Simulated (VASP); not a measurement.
Crystal: HgTe.

```
Hg Te
1.0
     2.99252   -3.46693    0.00000
     2.99252    3.46693    0.00000
     0.00000    0.00000    5.79816
Hg Te
2 2
Cartesian
  2.9925 -1.0883 1.4495
  2.9925 1.0883 4.3486
  2.9925 1.9748 1.4495
  2.9925 -1.9748 4.3486
```

Base run:

| Quantity | Value |
| --- | --- |
| Program | VASP 6.6.1 |
| Functional | PBEsol |
| Potentials or basis | VASP PAW PBE potentials, release 64 (Hg, Te) |
| Cutoff | 520 eV |
| k mesh | 4 × 4 × 4 |
| Occupations | fermi-dirac, width 0.05 eV |
| Spin | no spin polarisation |

Its results: band gap on the k mesh zero (bands 18 and 19 overlap by 2.07 eV); pressure -3.1 GPa; largest force 0.139 eV/Å.

Task: The run is repeated on the same cell with these changes: functional from PBEsol to r2SCAN0; k mesh from 4 × 4 × 4 to 4 × 4 × 3. What comes out?

Result: Band gap on the k mesh zero (bands 18 and 19 overlap by 2.13 eV); pressure -2.4 GPa; largest force 0.088 eV/Å.

Several settings changed at once.

Caveats: some runs use coarse meshes; the PAW data sets were made with another functional, which shifts forces and pressure a little; spin-orbit coupling is left out, which moves the levels of the heavy elements; the cell stands under tension (at least some runs).
